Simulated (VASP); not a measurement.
The system is LiF.

```xyz
2
Lattice="0.0000 2.0140 2.0140 2.0140 0.0000 2.0140 2.0140 2.0140 0.0000" Properties=species:S:1:pos:R:3 pbc="T T T"
Li    0.0000    0.0000    0.0000
F     2.0140    2.0140    2.0140
```

Base run:

| Property | Result |
| --- | --- |
| Program | VASP 6.6.1 |
| Functional | PBE |
| Potentials or basis | VASP PAW PBE potentials, release 64 (Li_sv, F) |
| Cutoff | 750 eV |
| k mesh | 10 × 10 × 10 |
| Occupations | gaussian, width 0.05 eV |
| Spin | no spin polarisation |

Its results: band gap on the k mesh 9.08 eV.

After a change of settings the same cell gave: band gap on the k mesh 11.71 eV. Which change was it?
A. functional from PBE to B3LYP; cutoff from 750 eV to 520 eV; k mesh from 10 × 10 × 10 to 6 × 6 × 6
B. functional from PBE to PBE-based screened hybrid with 10 % exact exchange; cutoff from 750 eV to 520 eV; k mesh from 10 × 10 × 10 to 6 × 6 × 6
C. functional from PBE to r2SCAN0; cutoff from 750 eV to 520 eV; k mesh from 10 × 10 × 10 to 6 × 6 × 6
D. dispersion from none to D3(BJ)

A.

Caveats: some runs use coarse meshes.
